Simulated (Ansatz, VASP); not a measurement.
## BN: VASP beside Ansatz

File INCAR:

```
SYSTEM = BN
PREC = Accurate ; ENCUT = 520
EDIFF = 1E-7 ; ISMEAR = 0
SIGMA = 0.02 ; LREAL = .FALSE.
LASPH = .TRUE. ; NELM = 120
ALGO = Normal ; ISIF = 2
LWAVE = .FALSE. ; LCHARG = .FALSE.
GGA = CA ; IBRION = 2
NSW = 60 ; EDIFFG = -0.002
GGA_COMPAT = .FALSE. ; NELMIN = 4
```

KPOINTS

```
regular mesh
0
G
  9 9 6
  0 0 0
```

POSCAR

```
BN
1.0
    2.5132336177      0.0000000000      0.0000000000
   -1.2566168088      2.1765241585      0.0000000000
    0.0000000000      0.0000000000      4.2369422297
B N
2 2
Direct
    0.3333333333      0.6666666667     -0.0002034900
    0.6666666667      0.3333333333      0.4997965100
    0.3333333333      0.6666666667      0.3742034900
    0.6666666667      0.3333333333      0.8742034900
```

Input for Ansatz:

```yaml
crystal:
  lattice:
    - [2.5132336177, 0.0, 0.0]
    - [-1.2566168088, 2.1765241585, 0.0]
    - [0.0, 0.0, 4.2369422297]
  atoms:
    - { symbol: B, position: [0.3333333333, 0.6666666667, -0.00020349] }
    - { symbol: B, position: [0.6666666667, 0.3333333333, 0.49979651] }
    - { symbol: "N", position: [0.3333333333, 0.6666666667, 0.37420349] }
    - { symbol: "N", position: [0.6666666667, 0.3333333333, 0.87420349] }
basis:
  ecutwfc: 420
kpoints:
  mp_grid: { grid: [9, 9, 6] }
hamiltonian:
  xc: lda
  pseudopotentials: { kind: paw, azcp: { folder: soft_1 } }
scf:
  occupations: { method: gaussian, width: 0.02 }
output:
  forces: true
  stress: true
  eigenvalues: true
relax:
  adjacent_minimum: "off"
  f_tol: 0.002
  max_steps: 40
```

Change from the starting cell: strained cell.

Alike in both runs: task relaxation of the atoms; functional LDA; k mesh 9 × 9 × 6; occupations gaussian, width 0.02 eV; no spin polarisation.

|  | VASP | Ansatz |
| --- | --- | --- |
| version | VASP 6.6.1 | Ansatz 0.2.0 |
| potentials or method | VASP PAW LDA potentials, release 64 (B, N), cutoff 520 eV | scalar-relativistic, plane waves, PAW |
| valence electrons in the cell | 16 | 16 |

|  | VASP | Ansatz | Ansatz less VASP |
| --- | --- | --- | --- |
| gap on the k mesh at the Fermi level, each at its own relaxed structure (eV) | 4.84 | 4.86 | +0.025 |

Ansatz warns that its potentials were made for another functional, while VASP's fit it. LDA's correlation is that of Perdew and Zunger in VASP and of Perdew and Wang (1992) in Ansatz. Ansatz's warnings: stress scf threshold loose.
